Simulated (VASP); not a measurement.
Wanted: the native input for a VASP 6.6.1 run.

| Item | Value |
| --- | --- |
| Task | single point |
| Functional | BLYP |
| Potentials or basis | VASP PAW PBE potentials, release 64 (Al, N) |
| Cutoff | 520 eV |
| k mesh | 10 × 10 × 10 |
| Occupations | fermi-dirac, width 0.05 eV |
| Spin | no spin polarisation |
| Dipole correction | no |
| Further INCAR settings | ALGO = Normal; EDIFF = 1e-06; NBANDS = 11 |

The structure of AlN lies in POSCAR:

```
AlN
1.0
    0.0000000000      2.1693354430      2.1693354430
    2.1693354430      0.0000000000      2.1693354430
    2.1693354430      2.1693354430      0.0000000000
Al N
1 1
Direct
    0.0000000000      0.0000000000      0.0000000000
    0.2500000000      0.2500000000      0.2500000000
```

The input as run:

INCAR

```
SYSTEM = AlN
AGGAC = 1.0
AGGAX = 1.0
ALDAC = 0.0
ALDAX = 1.0
ALGO = Normal
EDIFF = 1E-6
ENCUT = 520
GGA = B5
ISIF = 2
ISMEAR = -1
LASPH = .True.
LCHARG = .False.
LREAL = .False.
LWAVE = .False.
NBANDS = 11
NELM = 100
PREC = Accurate
SIGMA = 0.05
```

KPOINTS

```
k-points
0
Gamma
  10 10 10
  0 0 0
```

Potentials or basis: VASP PAW PBE potentials, release 64 (Al, N).

Launch:

```bash
$ cat potpaw_PBE.64/Al/POTCAR potpaw_PBE.64/N/POTCAR > POTCAR
$ mpirun -np 1 vasp_std > vasp.out
```

It gave:

| Property | Result |
| --- | --- |
| Pressure | 12.8 GPa |
| Band gap on the k mesh | 3.68 eV, indirect (least direct gap 4.66 eV) |

Caveat: the PAW data sets were made with another functional, which shifts forces and pressure a little.

Wall time 10 s on 1 thread of Intel(R) Xeon(R) Platinum 8375C CPU @ 2.90GHz (Ice Lake), on a shared host, peak memory 0.13 GiB.
